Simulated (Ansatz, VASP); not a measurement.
# One calculation of MgS, two programs

```xyz
2
Lattice="0.0000 2.9043 2.9043 2.9043 0.0000 2.9043 2.9043 2.9043 0.0000" Properties=species:S:1:pos:R:3 pbc="T T T"
Mg    0.0000    0.0000    0.0000
S     1.4522    1.4522    1.4522
```

Alike in both runs: task single point; functional PBE; k mesh 6 × 6 × 6; no spin polarisation.

|  | VASP | Ansatz |
| --- | --- | --- |
| version | VASP 6.6.1 | Ansatz 0.2.0 |
| potentials or method | VASP PAW PBE potentials, release 64 (Mg, S) | plane waves, PAW |
| plane-wave cutoff (eV) | 520 | 420 |
| occupations | gaussian, width 0.01 eV | fixed |
| valence electrons in the cell | 8 | 16 |

```tsv
	VASP	Ansatz	Ansatz less VASP
gap on the k mesh at the Fermi level (eV)	3.09	3.10	+0.009
pressure (GPa)	-3.0	-2.8	+0.15
```

VASP's potentials hold 8 valence electrons a cell and Ansatz's 16, so a difference there can come from the potentials and not from the codes.
